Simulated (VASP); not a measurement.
# Ti (Fm-3m) in VASP: notebook

Runs on Ti. Level: PBE. Tasks: single point.

Program: VASP 6.6.1. These are calculated values, not measurements. Logs are shortened: lines on timing, memory, paths and dates and some standing lists are left out, and cuts for length are marked.

**1. The cell of the first run**

It takes space group Fm-3m (No. 225, cubic). The conventional cell has a = 4.113 Å, b = 4.113 Å, c = 4.113 Å, α = 90.00°, β = 90.00°, γ = 90.00°. Ti (site symmetry m-3m) has 12 Ti at 2.91 Å within 3.8 Å.

**2. Single point, PBE**

INCAR

```
SYSTEM = Ti
ALGO = Normal
EDIFF = 1E-6
ENCUT = 500
GGA = PE
GGA_COMPAT = .FALSE.
ISIF = 2
ISMEAR = -1
LASPH = .TRUE.
LCHARG = .FALSE.
LREAL = .FALSE.
LWAVE = .FALSE.
NBANDS = 32
NELM = 120
PREC = Accurate
SIGMA = 0.1
```

KPOINTS

```
k-points
0
G
  2 2 2
  0 0 0
```

POSCAR

```
Ti
1.0
    4.1131311100      0.0000000000      0.0000000000
    0.0000000000      4.1131311100      0.0000000000
    0.0000000000      0.0000000000      4.1131311100
Ti
4
Direct
    0.5000000000      0.5000000000      0.0000000000
    0.0000000000      0.0000000000      0.0000000000
    0.5000000000      0.0000000000      0.5000000000
    0.0000000000      0.5000000000      0.5000000000
```

Potentials or basis: VASP PAW PBE potentials, release 64 (Ti_sv).

Command:

```sh
$ cat potpaw_PBE.64/Ti_sv/POTCAR > POTCAR
$ mpirun -np 1 vasp_std > vasp.out
```

OUTCAR:

```text
SYSTEM = Ti
   EDIFF = 1E-6
   ENCUT = 500
   GGA = PE
   ISIF = 2
   ISMEAR = -1
   LASPH = .TRUE.
   LREAL = .FALSE.
   NELM = 120
   PREC = Accurate

 ion  position               nearest neighbor table
   1  0.500  0.500  0.000-   2 2.91   3 2.91   4 2.91   3 2.91   4 2.91   2 2.91   3 2.91   3 2.91
                             2 2.91   4 2.91   4 2.91   2 2.91
   2  0.000  0.000  0.000-   1 2.91   3 2.91   4 2.91   3 2.91   4 2.91   1 2.91   4 2.91   4 2.91
                             1 2.91   3 2.91   3 2.91   1 2.91
   3  0.500  0.000  0.500-   1 2.91   2 2.91   4 2.91   1 2.91   2 2.91   1 2.91   4 2.91   1 2.91
                             2 2.91   4 2.91   2 2.91   4 2.91
   4  0.000  0.500  0.500-   1 2.91   2 2.91   3 2.91   1 2.91   2 2.91   2 2.91   3 2.91   2 2.91
                             1 2.91   3 2.91   1 2.91   3 2.91

  LATTYP: Found a simple cubic cell.
 ALAT       =     4.1131311100

  Lattice vectors:

 A1 = (   4.1131311100,   0.0000000000,   0.0000000000)
 A2 = (   0.0000000000,   4.1131311100,   0.0000000000)
 A3 = (   0.0000000000,   0.0000000000,   4.1131311100)

Analysis of symmetry for initial positions (statically):
=====================================================================
 Subroutine PRICEL returns following result:

  LATTYP: Found a face centered cubic cell.
 ALAT       =     4.1131311100

  Lattice vectors:

 A1 = (   2.0565655550,  -2.0565655550,   0.0000000000)
 A2 = (   2.0565655550,   0.0000000000,   2.0565655550)
 A3 = (   0.0000000000,  -2.0565655550,   2.0565655550)

   4 primitive cells build up your supercell.

 Routine SETGRP: Setting up the symmetry group for a
 simple cubic supercell.

 Subroutine GETGRP returns: Found 48 space group operations
 (whereof 48 operations were pure point group operations)
 out of a pool of 48 trial point group operations.

The static configuration has the point symmetry O_h .

Analysis of symmetry for dynamics (positions and initial velocities):
=====================================================================
 Subroutine PRICEL returns following result:

  LATTYP: Found a face centered cubic cell.
 ALAT       =     4.1131311100

  Lattice vectors:

 A1 = (   2.0565655550,  -2.0565655550,   0.0000000000)
 A2 = (   2.0565655550,   0.0000000000,   2.0565655550)
 A3 = (   0.0000000000,  -2.0565655550,   2.0565655550)

   4 primitive cells build up your supercell.

[... 81 lines left out ...]
   LASPH  =      T    aspherical Exc in radial PAW
   ENCUT  =  500.0 eV  36.75 Ry    6.06 a.u.   7.50  7.50  7.50*2*pi/ulx,y,z
   NELM   =    120;   NELMIN=  2; NELMDL= -5     # of ELM steps
   EDIFF  = 0.1E-05   stopping-criterion for ELM
   LREAL  =      F    real-space projection
   EDIFFG = 0.1E-04   stopping-criterion for IOM
   NSW    =      0    number of steps for IOM
   IBRION =     -1    ionic relax: 0-MD 1-quasi-New 2-CG
   NFREE  =      0    steps in history (QN), initial steepest desc. (CG)
   ISIF   =      2    stress and relaxation
   ISYM   =      2    0-nonsym 1-usesym 2-fastsym
   POTIM  = 0.5000    time-step for ionic-motion
   TEBEG  =    0.0;   TEEND  =   0.0 temperature during run
   PSTRESS=    0.0 pullay stress
   NELECT =      48.0000    total number of electrons
   NUPDOWN=      -1.0000    fix difference up-down
   EMIN   =  10.00;   EMAX   =-10.00  energy-range for DOS
   EFERMI =   0.00;   METHOD = LEGACY
   ISMEAR =    -1;   SIGMA  =   0.10  broadening in eV -4-tet -1-fermi 0-gaus
   EFERMI_NEDOS =   21; number of points for ismear=-14 and -15
   IALGO  =     38    algorithm
   IMIX   =      4    mixing-type and parameters
     AMIX     =   0.40;   BMIX     =  1.00
     AMIX_MAG =   1.60;   BMIX_MAG =  1.00
  volume/ion in A,a.u.               =      17.40       117.40
  Fermi-wavevector in a.u.,A,eV,Ry     =   1.446492  2.733473 28.468000  2.092339
  Thomas-Fermi vector in A             =   2.564554
   LORBIT       =      0    0 simple, 1 ext, 2 COOP (PROOUT), +10 PAW based schemes
   GGA     = PE    functional components
   LHFCALC =     F    Hartree Fock is set to
   AEXX    =    0.0000 exact exchange contribution
   IVDW    =     0    specifies the selected vdW correction
   LEPSILON=     F    determine dielectric tensor
   LRPA    =     F    only Hartree local field effects (RPA)
 non-spin polarized calculation
  energy-cutoff  :      500.00
  volume of cell :       69.59
 maximum number of plane-waves:      1791
 NGX is ok and might be reduce to    30
   NGX = 15   NGY = 15   NGZ = 15

 number of electron      48.0000038 magnetization

 Free energy of the ion-electron system (eV)
  ---------------------------------------------------
  ext. energy  EPLUGINS =         0.00000000
  ---------------------------------------------------
  free energy    TOTEN  =       -30.54285897 eV

  energy without entropy =      -30.15594744  energy(sigma->0) =      -30.34940320

 E-fermi :   8.1413     XC(G=0): -11.4635

 val. band max:        7.9754745929   @ k =   0.5000   0.5000   0.0000
 cond. band min:       8.2899316161   @ k =   0.5000   0.5000   0.0000
 fundamental gap:      0.3144570232
 Fermi energy:         8.1412651019

 k-point     1 :       0.0000    0.0000    0.0000
  band No.  band energies     occupation
      1     -48.3250      2.00000
      2     -48.1631      2.00000
      3     -48.1631      2.00000
      4     -48.1631      2.00000
      5     -24.8177      2.00000
      6     -24.8177      2.00000
[... 129 lines left out ...]
     31       9.0867      0.00016
     32       9.0867      0.00016

------------------------ aborting loop because EDIFF is reached ----------------------------------------

  FORCE on cell =-STRESS in cart. coord.  units (eV):
  Direction    XX          YY          ZZ          XY          YZ          ZX
  --------------------------------------------------------------------------------------
  -------------------------------------------------------------------------------------
  Total        1.4310859      1.4310859      1.4310859      0.0000000     -0.0000000      0.0000000
  in kB       32.9502425     32.9502425     32.9502425      0.0000000     -0.0000000      0.0000000
  external PRESSURE =      32.9502425 kB  Pullay stress =       0.0000000 kB

 VOLUME and BASIS-vectors are now :
 -----------------------------------------------------------------------------
  energy-cutoff  :      500.00
  volume of cell :       69.59
      direct lattice vectors                 reciprocal lattice vectors
     4.113131110  0.000000000  0.000000000     0.243123784  0.000000000  0.000000000
     0.000000000  4.113131110  0.000000000     0.000000000  0.243123784  0.000000000
     0.000000000  0.000000000  4.113131110     0.000000000  0.000000000  0.243123784

 POSITION                                       TOTAL-FORCE (eV/Angst)
 -----------------------------------------------------------------------------------
      2.05657      2.05657      0.00000        -0.000000      0.000000      0.000000
      0.00000      0.00000      0.00000         0.000000      0.000000     -0.000000
      2.05657      0.00000      2.05657         0.000000     -0.000000      0.000000
      0.00000      2.05657      2.05657        -0.000000      0.000000      0.000000
 -----------------------------------------------------------------------------------
    total drift:                                0.000000      0.000000     -0.000000

  FREE ENERGIE OF THE ION-ELECTRON SYSTEM (eV)
  ---------------------------------------------------
  free  energy   TOTEN  =       -30.5428589704 eV

  energy  without entropy=      -30.1559474377  energy(sigma->0) =      -30.34940320
```

Run time: 26 s. Hardware: 1 thread of AMD EPYC 7R13, shared host; peak memory 0.13 GiB.

Results:

| Property | Result |
| --- | --- |
| Free energy | -30.5429 eV |
| Pressure | 3.3 GPa |
| Band gap on the k mesh | zero (band 24 reaches 9.20 eV, above the bottom of band 25 at 7.92 eV) |

Caveat: the k points lie up to 0.76 Å⁻¹ apart.

**3. Single point, PBE**

INCAR

```
  PREC = Accurate
  ENCUT = 500
  EDIFF = 1E-6
  ISMEAR = -1
  SIGMA = 0.1
  LREAL = False
  LASPH = True
  NELM = 120
  ALGO = Normal
  ISIF = 2
  LWAVE = False
  LCHARG = False
  GGA = PE
  NBANDS = 32
  GGA_COMPAT = False
```

KPOINTS

```
Automatic mesh
0
Gamma
  2 2 2
```

POSCAR is that of step 2.

Potentials or basis: VASP PAW PBE potentials, release 64 (Ti_sv).

Command:

```sh
$ cat potpaw_PBE.64/Ti_sv/POTCAR > POTCAR
$ mpirun -np 1 vasp_std > vasp.out
```

It took 26 s on 1 thread of AMD EPYC 7R13, shared host; peak memory 0.13 GiB.

It converged, with:

```
Free energy            : -30.5429 eV
Pressure               : 3.3 GPa
Band gap on the k mesh : zero (band 24 reaches 9.20 eV, above the bottom of band 25 at 7.92 eV)
```

Levels at points of the mesh, in eV from the Fermi level:
| k point | band 21 | band 22 | band 23 | band 24 | band 25 | band 26 |
| --- | --- | --- | --- | --- | --- | --- |
| (0.00, 0.00, 0.00) | -1.54 | -1.54 | -1.54 | 1.06 | 1.06 | 1.06 |
| (0.50, 0.00, 0.00) | -0.40 | -0.40 | -0.22 | -0.22 | -0.22 | -0.22 |
| (0.50, 0.50, 0.00) | -0.17 | -0.17 | -0.17 | -0.17 | 0.15 | 0.15 |
| (0.50, 0.50, 0.50) | 0.69 | 0.69 | 0.69 | 0.69 | 0.95 | 0.95 |

Caveat: the k points lie up to 0.76 Å⁻¹ apart.
